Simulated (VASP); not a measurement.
# BeS (rocksalt type) (Fm-3m) in VASP: a series of runs, part 2 of 2

VASP 6.6.1. Earlier steps stand in the parts before.

### 3 Electric field gradients, PBE (volume scaled by 0.975)

The input, INCAR:

```
PREC = Accurate
ENCUT = 520
EDIFF = 1E-8
ISMEAR = -1
SIGMA = 0.08
LREAL = False
LASPH = True
NELM = 80
ALGO = Normal
ISIF = 2
LWAVE = False
LCHARG = False
GGA = PE
LEFG = True
NBANDS = 11
```

The input, KPOINTS:

```
regular mesh
0
Gamma
  13 13 13
```

The input, POSCAR:

```
BeS
1.0
    0.0000000000      2.2950113052      2.2950113052
    2.2950113052      0.0000000000      2.2950113052
    2.2950113052      2.2950113052      0.0000000000
Be S
1 1
Direct
    0.0000000000      0.0000000000      0.0000000000
    0.5000000000      0.5000000000      0.5000000000
```

Potentials or basis: VASP PAW PBE potentials, release 64 (Be, S).

The run is started by

```console
> cat potpaw_PBE.64/Be/POTCAR potpaw_PBE.64/S/POTCAR > POTCAR
> mpirun -np 1 vasp_std > vasp.out
```

OUTCAR:

```text
PREC = Accurate
   ENCUT = 520
   EDIFF = 1E-8
   ISMEAR = -1
   LREAL = False
   LASPH = True
   NELM = 80
   ISIF = 2
   GGA = PE

 ion  position               nearest neighbor table
   1  0.000  0.000  0.000-   2 2.30   2 2.30   2 2.30   2 2.30   2 2.30   2 2.30
   2  0.500  0.500  0.500-   1 2.30   1 2.30   1 2.30   1 2.30   1 2.30   1 2.30

  LATTYP: Found a face centered cubic cell.
 ALAT       =     4.5900226104

  Lattice vectors:

 A1 = (   0.0000000000,   2.2950113052,   2.2950113052)
 A2 = (   2.2950113052,   0.0000000000,   2.2950113052)
 A3 = (   2.2950113052,   2.2950113052,   0.0000000000)

Analysis of symmetry for initial positions (statically):
=====================================================================
 Subroutine PRICEL returns:
 Original cell was already a primitive cell.

 Routine SETGRP: Setting up the symmetry group for a
 face centered cubic supercell.

 Subroutine GETGRP returns: Found 48 space group operations
 (whereof 48 operations were pure point group operations)
 out of a pool of 48 trial point group operations.

The static configuration has the point symmetry O_h .

Analysis of symmetry for dynamics (positions and initial velocities):
=====================================================================
 Subroutine PRICEL returns:
 Original cell was already a primitive cell.

 Routine SETGRP: Setting up the symmetry group for a
 face centered cubic supercell.

 Subroutine GETGRP returns: Found 48 space group operations
 (whereof 48 operations were pure point group operations)
 out of a pool of 48 trial point group operations.

The dynamic configuration has the point symmetry O_h .

[... 160 lines left out ...]
      7      15.7516      0.00000
      8      15.7516      0.00000
      9      16.6924      0.00000
     10      16.6924      0.00000
     11      16.6924      0.00000
[... 309 lines left out ...]
 k-point    24 :       0.4615    0.1538    0.0000
  band No.  band energies     occupation
      1      -6.0543      2.00000
      2       0.3302      2.00000
      3       4.7762      2.00000
      4       5.3651      2.00000
      5      10.2020      0.00000
      6      12.8667      0.00000
      7      13.2841      0.00000
      8      17.5578      0.00000
      9      18.3207      0.00000
     10      23.0130      0.00000
     11      23.6717      0.00000

 [... further k-points ...]
[... 5 lines left out ...]
  --------------------------------------------------------------------------------------
  -------------------------------------------------------------------------------------
  Total        0.4227622      0.4227622      0.4227622      0.0000000      0.0000000     -0.0000000
  in kB       28.0170412     28.0170412     28.0170412      0.0000000      0.0000000     -0.0000000
  external PRESSURE =      28.0170412 kB  Pullay stress =       0.0000000 kB

 VOLUME and BASIS-vectors are now :
 -----------------------------------------------------------------------------
  energy-cutoff  :      520.00
  volume of cell :       24.18
      direct lattice vectors                 reciprocal lattice vectors
     0.000000000  2.295011305  2.295011305    -0.217863851  0.217863851  0.217863851
     2.295011305  0.000000000  2.295011305     0.217863851 -0.217863851  0.217863851
     2.295011305  2.295011305  0.000000000     0.217863851  0.217863851 -0.217863851

 POSITION                                       TOTAL-FORCE (eV/Angst)
 -----------------------------------------------------------------------------------
      0.00000      0.00000      0.00000        -0.000000     -0.000000     -0.000000
      2.29501      2.29501      2.29501         0.000000      0.000000      0.000000
 -----------------------------------------------------------------------------------
    total drift:                               -0.000000     -0.000000      0.000000

  FREE ENERGIE OF THE ION-ELECTRON SYSTEM (eV)
  ---------------------------------------------------
  free  energy   TOTEN  =        -8.8896058967 eV

  energy  without entropy=       -8.8895774521  energy(sigma->0) =       -8.88959167

 Electric field gradients (V/A^2)
---------------------------------------------------------------------
 ion       V_xx      V_yy      V_zz      V_xy      V_xz      V_yz
---------------------------------------------------------------------
   1       0.000    -0.000    -0.000    -0.000    -0.000    -0.000
   2       0.000     0.000     0.000    -0.000    -0.000    -0.000
---------------------------------------------------------------------

 Electric field gradients after diagonalization (V/A^2)
 (convention: |V_zz| > |V_xx| > |V_yy|)
----------------------------------------------------------------------
 ion       V_xx      V_yy      V_zz     asymmetry (V_yy - V_xx)/ V_zz
----------------------------------------------------------------------
   1       0.000     0.000    -0.000       0.000
   2       0.000     0.000    -0.000       0.000
----------------------------------------------------------------------

           NMR quadrupolar parameters

 Cq : quadrupolar parameter    Cq=e*Q*V_zz/h
 eta: asymmetry parameters     (V_yy - V_xx)/ V_zz
 Q  : nuclear electric quadrupole moment in mb (millibarn)
----------------------------------------------------------------------
 ion       Cq(MHz)       eta       Q (mb)
----------------------------------------------------------------------
   1      -0.000       0.000       1.000
   2      -0.000       0.000       1.000
----------------------------------------------------------------------
```

OSZICAR:

```text
N       E                     dE             d eps       ncg     rms          rms(c)
DAV:   1     0.196146130608E+02    0.19615E+02   -0.40089E+03  1848   0.638E+02
DAV:   2    -0.785229350855E+01   -0.27467E+02   -0.26120E+02  2432   0.115E+02
DAV:   3    -0.895444792603E+01   -0.11022E+01   -0.10998E+01  2407   0.223E+01
DAV:   4    -0.895940098243E+01   -0.49531E-02   -0.49518E-02  2356   0.175E+00
DAV:   5    -0.895942724903E+01   -0.26267E-04   -0.26266E-04  2385   0.119E-01    0.669E+00
DAV:   6    -0.889032779272E+01    0.69099E-01   -0.16313E-01  2115   0.169E+00    0.447E+00
DAV:   7    -0.888935062518E+01    0.97717E-03   -0.62576E-02  2335   0.121E+00    0.156E+00
DAV:   8    -0.888960361368E+01   -0.25299E-03   -0.61112E-03  2135   0.373E-01    0.251E-01
DAV:   9    -0.888959337165E+01    0.10242E-04   -0.15014E-04  2165   0.808E-02    0.508E-02
DAV:  10    -0.888960525071E+01   -0.11879E-04   -0.19001E-05  2187   0.249E-02    0.127E-02
DAV:  11    -0.888960593573E+01   -0.68502E-06   -0.54333E-06  2205   0.122E-02    0.226E-03
DAV:  12    -0.888960592294E+01    0.12792E-07   -0.15162E-07  2408   0.272E-03    0.394E-04
DAV:  13    -0.888960589840E+01    0.24540E-07   -0.31645E-09  1702   0.408E-04    0.164E-04
DAV:  14    -0.888960589667E+01    0.17238E-08   -0.19631E-10  1107   0.104E-04
   1 F= -.88896059E+01 E0= -.88895917E+01  d E =-.284446E-04
```

stdout:

```text
POSCAR found type information on POSCAR BeS
 POSCAR found :  2 types and       2 ions
 scaLAPACK will be used
 LDA part: xc-table for (Slater+PW92), standard interpolation
 POSCAR, INCAR and KPOINTS ok, starting setup
 FFT: planning ... GRIDC
 FFT: planning ... GRID_SOFT
 FFT: planning ... GRID
 WAVECAR not read
 entering main loop
ion   1

ion   2
```

Wall time 16 s (1 thread of Intel Xeon Platinum 8259CL at 2.50GHz (Skylake/Cascade Lake), shared host); peak memory 0.14 GiB.

Results:

* Free energy: -8.8896 eV
* Pressure: 2.8 GPa
* Band gap on the k mesh: 1.03 eV, indirect (least direct gap 4.30 eV)

Caveat: the cell differs from its parent crystal (volume scaled by 0.975); without QUAD_EFG the Cq values of the log hold for a quadrupole moment of 1 mb, not for the nuclei. A k mesh can miss the band edges.

### 4 Electric field gradients, PBE

This run uses another cell than the first one, of 12.40 Å³/atom, 1.053 times its volume.

The input, INCAR:

```
ALGO = Normal ; EDIFF = 1E-8
ENCUT = 520 ; GGA = PE
ISIF = 2 ; ISMEAR = -1
LASPH = True ; LCHARG = False
LEFG = True ; LREAL = False
LWAVE = False ; NBANDS = 11
NELM = 80 ; PREC = Accurate
SIGMA = 0.08
```

The input, KPOINTS:

```
k-points
0
Gamma
  13 13 13
```

The input, POSCAR:

```
BeS
1.0
    0.0000000000      2.3144614809      2.3144614809
    2.3144614809      0.0000000000      2.3144614809
    2.3144614809      2.3144614809      0.0000000000
Be S
1 1
Direct
    0.0000000000      0.0000000000      0.0000000000
    0.5000000000      0.5000000000      0.5000000000
```

Potentials or basis: VASP PAW PBE potentials, release 64 (Be, S).

The run is started by

```console
> cat potpaw_PBE.64/Be/POTCAR potpaw_PBE.64/S/POTCAR > POTCAR
> mpirun -np 1 vasp_std > vasp.out
```

OUTCAR:

```text
EDIFF = 1E-8
   ENCUT = 520
   GGA = PE
   ISIF = 2
   ISMEAR = -1
   LASPH = True
   LREAL = False
   NELM = 80
   PREC = Accurate

 ion  position               nearest neighbor table
   1  0.000  0.000  0.000-   2 2.31   2 2.31   2 2.31   2 2.31   2 2.31   2 2.31
   2  0.500  0.500  0.500-   1 2.31   1 2.31   1 2.31   1 2.31   1 2.31   1 2.31

  LATTYP: Found a face centered cubic cell.
 ALAT       =     4.6289229618

  Lattice vectors:

 A1 = (   0.0000000000,   2.3144614809,   2.3144614809)
 A2 = (   2.3144614809,   0.0000000000,   2.3144614809)
 A3 = (   2.3144614809,   2.3144614809,   0.0000000000)

Analysis of symmetry for initial positions (statically):
=====================================================================
 Subroutine PRICEL returns:
 Original cell was already a primitive cell.

 Routine SETGRP: Setting up the symmetry group for a
 face centered cubic supercell.

 Subroutine GETGRP returns: Found 48 space group operations
 (whereof 48 operations were pure point group operations)
 out of a pool of 48 trial point group operations.

The static configuration has the point symmetry O_h .

Analysis of symmetry for dynamics (positions and initial velocities):
=====================================================================
 Subroutine PRICEL returns:
 Original cell was already a primitive cell.

 Routine SETGRP: Setting up the symmetry group for a
 face centered cubic supercell.

 Subroutine GETGRP returns: Found 48 space group operations
 (whereof 48 operations were pure point group operations)
 out of a pool of 48 trial point group operations.

The dynamic configuration has the point symmetry O_h .

 Subroutine INISYM returns: Found 48 space group operations
 (whereof 48 operations are pure point group operations),
 and found     1 'primitive' translations

----------------------------------------------------------------------------------------

                                     Primitive cell

  volume of cell :      24.7959

  direct lattice vectors                    reciprocal lattice vectors
     0.000000000  2.314461481  2.314461481    -0.216032975  0.216032975  0.216032975
     2.314461481  0.000000000  2.314461481     0.216032975 -0.216032975  0.216032975
     2.314461481  2.314461481  0.000000000     0.216032975  0.216032975 -0.216032975

  length of vectors
     3.273142816  3.273142816  3.273142816     0.374180089  0.374180089  0.374180089

  position of ions in fractional coordinates (direct lattice)
     0.000000000  0.000000000  0.000000000
     0.500000000  0.500000000  0.500000000

  ion indices of the primitive-cell ions
   primitive index   ion index
                 1           1
                 2           2

----------------------------------------------------------------------------------------

 KPOINTS: k-points

Automatic generation of k-mesh.
 Grid dimensions read from file:
[... 74 lines left out ...]
   TEBEG  =    0.0;   TEEND  =   0.0 temperature during run
   PSTRESS=    0.0 pullay stress
   NELECT =       8.0000    total number of electrons
   NUPDOWN=      -1.0000    fix difference up-down
   EMIN   =  10.00;   EMAX   =-10.00  energy-range for DOS
   EFERMI =   0.00;   METHOD = LEGACY
   ISMEAR =    -1;   SIGMA  =   0.08  broadening in eV -4-tet -1-fermi 0-gaus
   EFERMI_NEDOS =   21; number of points for ismear=-14 and -15
   IALGO  =     38    algorithm
   IMIX   =      4    mixing-type and parameters
     AMIX     =   0.40;   BMIX     =  1.00
     AMIX_MAG =   1.60;   BMIX_MAG =  1.00
  volume/ion in A,a.u.               =      12.40        83.67
  Fermi-wavevector in a.u.,A,eV,Ry     =   1.122824  2.121829 17.153312  1.260733
  Thomas-Fermi vector in A             =   2.259486
   LORBIT       =      0    0 simple, 1 ext, 2 COOP (PROOUT), +10 PAW based schemes
   GGA     = PE    functional components
   LHFCALC =     F    Hartree Fock is set to
   AEXX    =    0.0000 exact exchange contribution
   IVDW    =     0    specifies the selected vdW correction
   LEPSILON=     F    determine dielectric tensor
   LRPA    =     F    only Hartree local field effects (RPA)
 non-spin polarized calculation
  energy-cutoff  :      520.00
  volume of cell :       24.80
 maximum number of plane-waves:       684
   NGX = 13   NGY = 13   NGZ = 13

 number of electron       7.9999999 magnetization

 Free energy of the ion-electron system (eV)
  ---------------------------------------------------
  ext. energy  EPLUGINS =         0.00000000
  ---------------------------------------------------
  free energy    TOTEN  =        -8.89500351 eV

  energy without entropy =       -8.89497253  energy(sigma->0) =       -8.89498802

 E-fermi :   7.2126     XC(G=0): -10.6233

 val. band max:        6.6470593589   @ k =  -0.1538   0.1538   0.0000
 cond. band min:       7.6638378768   @ k =   0.4615   0.4615   0.0000
 fundamental gap:      1.0167785179
 Fermi energy:         7.2126401917

 k-point     1 :       0.0000    0.0000    0.0000
  band No.  band energies     occupation
      1      -8.4812      2.00000
      2       6.3377      1.99996
      3       6.3377      1.99996
      4       6.3377      1.99996
      5      11.9652      0.00000
      6      15.4673      0.00000
      7      15.4673      0.00000
      8      15.4673      0.00000
      9      16.2431      0.00000
     10      16.2431      0.00000
     11      16.2431      0.00000
[... 309 lines left out ...]
 k-point    24 :       0.4615    0.1538    0.0000
  band No.  band energies     occupation
      1      -6.2296      2.00000
      2       0.1816      2.00000
      3       4.5298      2.00000
      4       5.1094      2.00000
      5       9.9067      0.00000
      6      12.5315      0.00000
      7      12.8799      0.00000
      8      17.1713      0.00000
      9      17.7599      0.00000
     10      22.5883      0.00000
     11      23.1714      0.00000

 [... further k-points ...]
[... 5 lines left out ...]
  --------------------------------------------------------------------------------------
  -------------------------------------------------------------------------------------
  Total       -0.0087667     -0.0087667     -0.0087667     -0.0000000     -0.0000000      0.0000000
  in kB       -0.5664553     -0.5664553     -0.5664553     -0.0000000     -0.0000000      0.0000000
  external PRESSURE =      -0.5664553 kB  Pullay stress =       0.0000000 kB

 VOLUME and BASIS-vectors are now :
 -----------------------------------------------------------------------------
  energy-cutoff  :      520.00
  volume of cell :       24.80
      direct lattice vectors                 reciprocal lattice vectors
     0.000000000  2.314461481  2.314461481    -0.216032975  0.216032975  0.216032975
     2.314461481  0.000000000  2.314461481     0.216032975 -0.216032975  0.216032975
     2.314461481  2.314461481  0.000000000     0.216032975  0.216032975 -0.216032975

 POSITION                                       TOTAL-FORCE (eV/Angst)
 -----------------------------------------------------------------------------------
      0.00000      0.00000      0.00000        -0.000000     -0.000000     -0.000000
      2.31446      2.31446      2.31446         0.000000      0.000000      0.000000
 -----------------------------------------------------------------------------------
    total drift:                               -0.000000     -0.000000      0.000000

  FREE ENERGIE OF THE ION-ELECTRON SYSTEM (eV)
  ---------------------------------------------------
  free  energy   TOTEN  =        -8.8950035146 eV

  energy  without entropy=       -8.8949725302  energy(sigma->0) =       -8.89498802

 Electric field gradients (V/A^2)
---------------------------------------------------------------------
 ion       V_xx      V_yy      V_zz      V_xy      V_xz      V_yz
---------------------------------------------------------------------
   1       0.000    -0.000    -0.000    -0.000    -0.000    -0.000
   2       0.000    -0.000    -0.000    -0.000    -0.000    -0.000
---------------------------------------------------------------------

 Electric field gradients after diagonalization (V/A^2)
 (convention: |V_zz| > |V_xx| > |V_yy|)
----------------------------------------------------------------------
 ion       V_xx      V_yy      V_zz     asymmetry (V_yy - V_xx)/ V_zz
----------------------------------------------------------------------
   1       0.000     0.000    -0.000       0.000
   2       0.000     0.000    -0.000       0.000
----------------------------------------------------------------------

           NMR quadrupolar parameters

 Cq : quadrupolar parameter    Cq=e*Q*V_zz/h
 eta: asymmetry parameters     (V_yy - V_xx)/ V_zz
 Q  : nuclear electric quadrupole moment in mb (millibarn)
----------------------------------------------------------------------
 ion       Cq(MHz)       eta       Q (mb)
----------------------------------------------------------------------
   1      -0.000       0.000       1.000
   2      -0.000       0.000       1.000
----------------------------------------------------------------------
```

Run time: 18 s. Hardware: 1 thread of Intel Xeon Platinum 8259CL at 2.50GHz (Skylake/Cascade Lake), shared host; peak memory 0.15 GiB.

Results:

| Quantity | Value |
| --- | --- |
| Free energy | -8.8950 eV |
| Pressure | -0.1 GPa |
| Band gap on the k mesh | 1.02 eV, indirect (least direct gap 4.18 eV) |

Caveat: without QUAD_EFG the Cq values of the log hold for a quadrupole moment of 1 mb, not for the nuclei.

### 5 Overview

| cell | gap on the mesh (eV) | pressure (GPa) |
| --- | --- | --- |
| a = 3.218 Å, angles 60.0°, 2 atoms | 1.04 | 6.0 |
| a = 3.246 Å, angles 60.0°, 2 atoms | 1.03 | 2.8 |
| a = 3.273 Å, angles 60.0°, 2 atoms | 1.02 | -0.1 |

Alike in all rows: task electric field gradients; level PBE; potentials or basis VASP PAW PBE potentials, release 64 (Be, S); no spin polarisation; k mesh 13 × 13 × 13; cutoff (eV) 520; smearing fermi-dirac 0.08 eV.

Absolute energies hang on the potentials; compare differences alone.
